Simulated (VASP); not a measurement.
# Al3Si5C5N3 (P1) in VASP: settings compared, part 3 of 3

VASP 6.6.1. Earlier steps stand in the parts before.

### 5 Single point, PBEsol

File INCAR:

```
PREC = Accurate
ENCUT = 600
EDIFF = 1E-6
ISMEAR = -1
SIGMA = 0.05
LREAL = Auto
LASPH = T
NELM = 120
ALGO = Normal
ISIF = 2
LWAVE = F
LCHARG = F
GGA = PS
NBANDS = 246
ISYM = 0
GGA_COMPAT = F
```

File KPOINTS:

```
Automatic mesh
0
Gamma
  1 1 1
  0.25 0.25 0.25
```

File POSCAR:

```
Al3Si5C5N3
1.0
    9.2711420000      0.0000000000      0.0000000000
    0.0000000000     10.7053930000      0.0000000000
    0.0000000000      0.0000000000     10.0464680000
Si Al N C
30 18 18 30
Direct
    0.1632880000      0.0854990000      0.2509730000
    0.1664230000      0.0837250000      0.7482490000
    0.0021750000      0.3334010000      0.7503980000
    0.3315760000      0.3348780000      0.2507580000
    0.1685160000      0.5855880000      0.2459720000
    0.9997010000      0.8346830000      0.7499530000
    0.8321520000      0.0821910000      0.2465740000
    0.8305930000      0.0804890000      0.7516720000
    0.6658800000      0.3319790000      0.7484840000
    0.3302560000      0.8330630000      0.7485440000
    0.8318770000      0.5842180000      0.2488040000
    0.6635820000      0.8334580000      0.2452070000
    0.6651580000      0.8328440000      0.7536980000
    0.0005540000      0.1693010000      0.5027510000
    0.9998280000      0.1694060000      0.9996330000
    0.3365600000      0.1661520000      0.5009340000
    0.1681730000      0.4177190000      0.9987730000
    0.9958220000      0.6657170000      0.4966470000
    0.6660990000      0.1657760000      0.4999920000
    0.6699060000      0.1691910000      0.9972520000
    0.4996510000      0.4177700000      0.0017810000
    0.3306800000      0.6655480000      0.4967300000
    0.1661870000      0.9133380000      0.4989160000
    0.8359000000      0.4151560000      0.9990270000
    0.6642790000      0.6643260000      0.4981000000
    0.6676130000      0.6642440000      0.9993350000
    0.4987440000      0.9194470000      0.4997250000
    0.5002330000      0.9146910000      0.9989700000
    0.8347830000      0.9139150000      0.4973010000
    0.8337750000      0.9145580000      0.9980610000
    0.0009250000      0.3329960000      0.2494400000
    0.4976140000      0.0822520000      0.2500650000
    0.4977620000      0.0829400000      0.7481900000
    0.3304530000      0.3295240000      0.7481050000
    0.1692180000      0.5833490000      0.7484650000
    0.9978030000      0.8354770000      0.2479090000
    0.6640480000      0.3353860000      0.2478750000
    0.5018280000      0.5831870000      0.2525750000
    0.5026110000      0.5866020000      0.7504750000
    0.3334370000      0.8344120000      0.2492010000
    0.8316890000      0.5856760000      0.7493270000
    0.3318770000      0.1667140000      0.9989380000
    0.1622090000      0.4154230000      0.4994690000
    0.9967280000      0.6628350000      0.0001160000
    0.5005630000      0.4177510000      0.5002100000
    0.3343610000      0.6686740000      0.0012400000
    0.1669850000      0.9193400000      0.0000690000
    0.8280700000      0.4191940000      0.5023740000
    0.9985550000      0.1684540000      0.1908950000
    0.3322040000      0.1646180000      0.6905770000
    0.0009020000      0.6658830000      0.1931710000
    0.6683560000      0.1652020000      0.1864670000
    0.6696100000      0.6683260000      0.6880390000
    0.5024670000      0.9171810000      0.6935350000
    0.1650230000      0.0825910000      0.9390720000
    0.9988340000      0.3336680000      0.4363390000
    0.4980710000      0.0805690000      0.9393440000
    0.3317090000      0.3324490000      0.4386630000
    0.3295090000      0.3307470000      0.9392710000
    0.1692410000      0.5832930000      0.9385430000
    0.9982810000      0.8340200000      0.9386420000
    0.6657190000      0.3344190000      0.9366250000
    0.5016110000      0.5831650000      0.4373920000
    0.5008640000      0.5851480000      0.9387010000
    0.3340360000      0.8322330000      0.9427340000
    0.6619630000      0.8338780000      0.9369650000
    0.0005420000      0.1671370000      0.6915810000
    0.3317030000      0.1655110000      0.1849650000
    0.1628370000      0.4166610000      0.1885560000
    0.1697400000      0.4155690000      0.6858960000
    0.0002550000      0.6699320000      0.6906190000
    0.6671980000      0.1692100000      0.6885870000
    0.4973790000      0.4160260000      0.1894730000
    0.5005500000      0.4143930000      0.6907010000
    0.3308920000      0.6655610000      0.1876820000
    0.3337930000      0.6657310000      0.6856310000
    0.1661550000      0.9157830000      0.1916890000
    0.1652280000      0.9173970000      0.6913650000
    0.8337940000      0.4155640000      0.1899430000
    0.8372330000      0.4163470000      0.6860810000
    0.6675460000      0.6667800000      0.1880070000
    0.5039490000      0.9189660000      0.1862800000
    0.8335550000      0.9159640000      0.1881400000
    0.8339870000      0.9153750000      0.6892630000
    0.1630400000      0.0856820000      0.4406810000
    0.9981580000      0.3304450000      0.9384160000
    0.4970300000      0.0816930000      0.4389100000
    0.1688460000      0.5841620000      0.4388090000
    0.0003400000      0.8363440000      0.4390320000
    0.8333420000      0.0857180000      0.4375850000
    0.8320030000      0.0833490000      0.9362320000
    0.6640380000      0.3359970000      0.4396140000
    0.3329240000      0.8332910000      0.4368810000
    0.8322890000      0.5800260000      0.4404540000
    0.8318750000      0.5840230000      0.9368240000
    0.6655680000      0.8343500000      0.4395970000
```

On the command line:

```
$ cat potpaw_PBE.64/Si/POTCAR potpaw_PBE.64/Al/POTCAR potpaw_PBE.64/N/POTCAR potpaw_PBE.64/C/POTCAR > POTCAR
$ mpirun -np 1 vasp_std > vasp.out
```

Wall time 48 min (1 thread of Intel Xeon Platinum 8259CL at 2.50GHz (Skylake/Cascade Lake), shared host); peak memory 1.6 GiB.

The run converged. Its results:

```
Free energy            : -734.6345 eV
Pressure               : 1.9 GPa
Largest force          : 4.418 eV/Å
Band gap on the k mesh : 1.54 eV (least direct gap 1.55 eV)
```

Forces on the atoms (eV/Å):
```
Si   1.697 -2.060 -0.752
Si  -0.551  0.407 -0.282
Si   0.199  2.095 -1.957
Si   0.068 -0.659 -0.517
Si   0.478  0.142  0.868
Si  -0.104 -2.622 -0.616
Si  -0.251  0.039  0.562
Si  -0.047  1.384 -2.007
Si   0.527  2.089 -2.943
Si   0.137 -2.330 -0.738
Si   0.645 -1.112  0.092
Si  -0.145 -0.048  0.432
Si   0.834 -0.769 -2.668
Si  -0.515  1.545 -0.642
Si   0.622 -0.536  0.669
Si  -0.776  0.990 -1.082
Si  -0.017  0.900  0.770
Si   1.205  0.551  1.534
Si  -0.392  2.862 -0.572
Si  -1.043 -0.589  1.608
Si  -1.199  0.494  1.106
Si   0.248  0.559  0.342
Si  -0.036  0.102 -0.979
Si  -0.069  1.971  2.009
Si   0.459 -0.102 -0.275
Si   0.378 -2.036  1.695
Si  -0.781 -1.042 -1.292
Si  -1.348  0.808  3.145
Si   0.509  0.325 -0.296
Si   1.177  0.320  1.784
Al  -0.977  0.654  1.291
Al  -0.046  0.531 -0.466
Al   0.880  0.889 -0.293
Al   0.466  1.943 -0.303
Al  -0.974 -0.849 -0.155
Al   1.618 -1.079  0.603
Al   0.553 -0.302  1.633
Al  -1.376  0.307 -0.622
Al  -0.529 -1.737 -0.810
Al  -0.067 -0.517 -0.804
Al   1.356 -1.012 -0.950
Al  -0.272  0.146  0.979
Al  -0.041 -0.186  0.010
Al   1.393  0.041  0.625
Al  -0.160 -0.603  0.399
Al  -0.621 -1.458  0.887
Al  -0.325 -0.577  1.908
Al   0.651 -2.360 -0.772
N   -0.697 -2.128 -1.760
N   -1.363 -1.948 -0.466
N   -0.635 -1.188 -0.384
N    1.640 -0.530 -2.530
N   -1.408  3.003 -0.454
N   -0.144 -1.759  0.572
N   -1.085  1.411 -2.091
N    0.111 -2.668  0.676
N    1.583 -0.605 -0.220
N   -0.046 -1.763 -0.911
N    0.996  1.595  0.366
N   -0.111 -1.543  0.832
N   -1.614  0.989 -1.156
N   -0.616 -1.290  0.632
N   -0.133  2.047  2.019
N    1.816 -0.435  0.586
N    2.142  2.164 -3.202
N    0.029 -0.272 -1.210
C   -0.008 -1.092  0.274
C   -2.117  1.750  1.753
C    2.231  0.891 -1.245
C   -2.128 -1.802  1.890
C   -0.212  2.414 -0.752
C    1.069 -1.405  1.085
C   -1.497 -1.069 -2.659
C    1.408 -0.544  2.017
C   -0.865 -0.523  0.421
C    1.342  3.452  0.022
C   -0.722  3.288 -1.052
C    0.971  1.288  1.058
C   -0.027  1.699 -2.712
C   -0.658 -2.048  3.706
C    1.641  1.733 -1.310
C    1.502 -1.424 -2.857
C   -2.349  1.330 -2.264
C   -1.349  0.309  1.211
C    0.660  0.343  0.612
C    0.739 -0.226  0.206
C    0.525  0.233  2.943
C   -0.753  1.014 -1.624
C   -0.547 -0.582  1.647
C    0.117 -0.673 -0.451
C    0.155 -0.388  1.109
C   -0.103 -3.406 -0.296
C    0.930  0.354  3.506
C   -0.640  3.579 -1.579
C   -2.773 -0.741  1.393
C   -0.445 -0.344  0.495
```

Stress tensor (GPa, compression positive):
```
 2.60 -0.44  0.14
-0.44  1.54 -0.33
 0.14 -0.33  1.67
```

Levels at points of the mesh, in eV from the valence-band top:
| k point | band 189 | band 190 | band 191 | band 192 | band 193 | band 194 | band 195 | band 196 |
| --- | --- | --- | --- | --- | --- | --- | --- | --- |
| (0.25, 0.25, 0.25) | -0.34 | -0.25 | -0.08 | 0.00 | 1.57 | 1.65 | 1.87 | 2.10 |

Caveat: the PAW data sets were made with another functional, which shifts forces and pressure a little; a shifted mesh leaves out Γ, where band edges can lie.

### 6 Overview

| level | cell | k mesh | cutoff (eV) | grid for exact exchange (PRECFOCK) | share of exact exchange | screening parameter | gap on the mesh (eV) | pressure (GPa) | largest force (eV/Å) |
| --- | --- | --- | --- | --- | --- | --- | --- | --- | --- |
| PBEsol | a = 9.271, b = 10.705, c = 10.046 Å, 96 atoms, atomic positions A | 1 × 1 × 1, shifted | 700 | - | - | - | 1.58 | 1.9 | 4.41 |
| PBEsol | a = 9.287, b = 10.759, c = 10.052 Å, 96 atoms, atomic positions B | 1 × 1 × 1, shifted | 700 | - | - | - | 2.49 | 0.1 | 0.05 |
| HSE06 | a = 9.287, b = 10.759, c = 10.052 Å, 96 atoms, atomic positions B | 1 × 1 × 1 | 520 | Fast | 0.25 | 0.2079 1/Å | 3.28 | -1.9 | 0.28 |
| PBEsol | a = 9.271, b = 10.705, c = 10.046 Å, 96 atoms, atomic positions A | 1 × 1 × 1, shifted | 600 | - | - | - | 1.54 | 1.9 | 4.42 |

Alike in all rows: task single point; potentials or basis VASP PAW PBE potentials, release 64 (Si, Al, N, C); no spin polarisation; smearing fermi-dirac 0.05 eV.

Caveats: some runs use coarse meshes; the PAW data sets were made with another functional, which shifts forces and pressure a little; a shifted mesh leaves out Γ, where band edges can lie (at least some runs).

Absolute energies hang on the potentials; compare differences alone.
